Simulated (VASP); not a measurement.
Here is a VASP 6.6.1 calculation.

File POSCAR:

```
CdS
1.0
    4.1647060644      0.0000000000      0.0000000000
   -2.0823530322      3.6067412511      0.0000000000
    0.0000000000      0.0000000000      6.7678927443
Cd S
2 2
Direct
    0.3333333333      0.6666666667     -0.0615000000
    0.6666666667      0.3333333333      0.4385000000
    0.3333333333      0.6666666667      0.4385000000
    0.6666666667      0.3333333333      0.9385000000
```

Contents of INCAR.step1:

```
SYSTEM = CdS
PREC = Accurate
ENCUT = 520
ISMEAR = 0
SIGMA = 0.01
LREAL = .FALSE.
LASPH = .TRUE.
NELM = 60
NBANDS = 26
GGA = PE
ALGO = Normal
EDIFF = 1E-4
LWAVE = .TRUE.
LCHARG = .FALSE.
```

INCAR.step2

```
SYSTEM = CdS
PREC = Accurate
ENCUT = 520
EDIFF = 1E-6
ISMEAR = 0
SIGMA = 0.01
LREAL = .FALSE.
LASPH = .TRUE.
NELM = 60
ALGO = Normal
ISIF = 2
LWAVE = .FALSE.
LCHARG = .FALSE.
METAGGA = R2SCAN
LMIXTAU = .TRUE.
NBANDS = 26
ISTART = 1
```

The input KPOINTS:

```
Automatic mesh
0
G
  9 9 4
  0 0 0
```

Potentials or basis: VASP PAW PBE potentials, release 64 (Cd, S).

Launch:

```sh
$ cat potpaw_PBE.64/Cd/POTCAR potpaw_PBE.64/S/POTCAR > POTCAR
$ cp INCAR.step1 INCAR
$ mpirun -np 1 vasp_std > vasp.out
$ cp INCAR.step2 INCAR
$ mpirun -np 1 vasp_std > vasp.out
```

Q: Estimate the pressure.

A: 4.1 GPa.

Q: What does it give for the band gap on the k mesh?

A: 1.88 eV.

Stress tensor (GPa, compression positive):
```
 7.47  0.00  0.00
 0.00  7.47  0.00
 0.00  0.00 -2.60
```

Caveat: the cell stands under pressure; the PAW data sets were made with another functional, which shifts forces and pressure a little.
